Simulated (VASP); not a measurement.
Here is a VASP 6.6.1 calculation.

File INCAR:

```
SYSTEM = Fe
PREC = Accurate ; ENCUT = 520
EDIFF = 1E-6 ; ISMEAR = 0
SIGMA = 0.05 ; LREAL = .False.
LASPH = .True. ; NELM = 150
ALGO = Normal ; ISIF = 2
LWAVE = .False. ; LCHARG = .False.
ISPIN = 2 ; MAGMOM = 2.41
LORBIT = 11 ; LMAXMIX = 4
GGA = PE ; NBANDS = 14
```

KPOINTS

```
regular mesh
0
Gamma
  22 22 22
  0 0 0
```

File POSCAR:

```
Fe
1.0
   -1.4155932729      1.4155932729      1.4155932729
    1.4155932729     -1.4155932729      1.4155932729
    1.4155932729      1.4155932729     -1.4155932729
Fe
1
Direct
    0.0000000000      0.0000000000      0.0000000000
```

Potentials or basis: VASP PAW PBE potentials, release 64 (Fe).

Run with:

```bash
$ cat potpaw_PBE.64/Fe/POTCAR > POTCAR
$ mpirun -np 1 vasp_std > vasp.out
```

Question: What does it give for the pressure?

Answer: -0.6 GPa.

Question: Predict the net moment.

Answer: 2.18 μB per cell.

Question: Estimate the site moments.

Answer: Fe +2.17 μB.
